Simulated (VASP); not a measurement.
A run of VASP 6.6.1 is set up as follows.

INCAR

```
SYSTEM = SbS4
ALGO = Normal ; EDIFF = 1E-6
ENCUT = 520 ; GGA = PE
ISIF = 2 ; ISMEAR = 0
IVDW = 12 ; LASPH = .TRUE.
LCHARG = .FALSE. ; LREAL = .FALSE.
LWAVE = .FALSE. ; NBANDS = 22
NELM = 100 ; PREC = Accurate
SIGMA = 0.1
```

The input KPOINTS:

```
k-points
0
G
  6 6 6
  0 0 0
```

The input POSCAR:

```
SbS4
1.0
    4.7545706530      0.0000000000      0.0000000000
    0.0000000000      4.7545706530      0.0000000000
    0.0000000000      0.0000000000      4.7545706530
Sb S
1 4
Direct
    0.0000000000      0.0000000000      0.0000000000
    0.2911710012      0.2911710012      0.2911710012
    0.2911710012      0.7088289988      0.7088289988
    0.7088289988      0.2911710012      0.7088289988
    0.7088289988      0.7088289988      0.2911710012
```

Potentials or basis: VASP PAW PBE potentials, release 64 (Sb, S).

Command:

```bash
$ cat potpaw_PBE.64/Sb/POTCAR potpaw_PBE.64/S/POTCAR > POTCAR
$ mpirun -np 1 vasp_std > vasp.out
```

Task: Estimate the largest force.

Result: 0.008 eV/Å.

Task: Estimate the pressure.

Result: -0.1 GPa.

Task: Predict the dispersion energy per atom.

Result: -0.350 eV.

Forces in eV/Å, atoms in the order of the input:
```
Sb   0.000  0.000  0.000
S   -0.005 -0.005 -0.005
S   -0.005  0.005  0.005
S    0.005 -0.005  0.005
S    0.005  0.005 -0.005
```

Caveat: pairwise dispersion overbinds metals, which lowers pressure and volume.
